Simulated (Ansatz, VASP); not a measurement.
One calculation of WC, two programs

```
CELL_PARAMETERS angstrom
2.91971 0.00000 0.00000
-1.45986 2.52854 0.00000
0.00000 0.00000 2.84774
ATOMIC_POSITIONS crystal
W 0.00000 0.00000 0.00000
C 0.66667 0.33333 0.50000
```

Change from the starting cell: volume scaled by 1.02.

Alike in both runs: task single point; functional PBEsol; k mesh 13 × 13 × 12; occupations fermi-dirac, width 0.05 eV; no spin polarisation.

|  | VASP | Ansatz |
| --- | --- | --- |
| version | VASP 6.6.1 | Ansatz 0.2.0 |
| potentials or method | VASP PAW PBE potentials, release 64 (W_sv, C), cutoff 520 eV | all-electron LAPW, scalar-relativistic |

```csv
,VASP,Ansatz,Ansatz less VASP
pressure (GPa),-7.4,-8.4,-1.07
"traceless stress, the component that is largest in VASP (GPa)",-0.85,-1.08,-0.228
```

VASP's potentials were made for PBE, not for PBEsol. Ansatz ran all-electron here, and VASP with PAW potentials.

Neither program's run includes spin-orbit coupling.
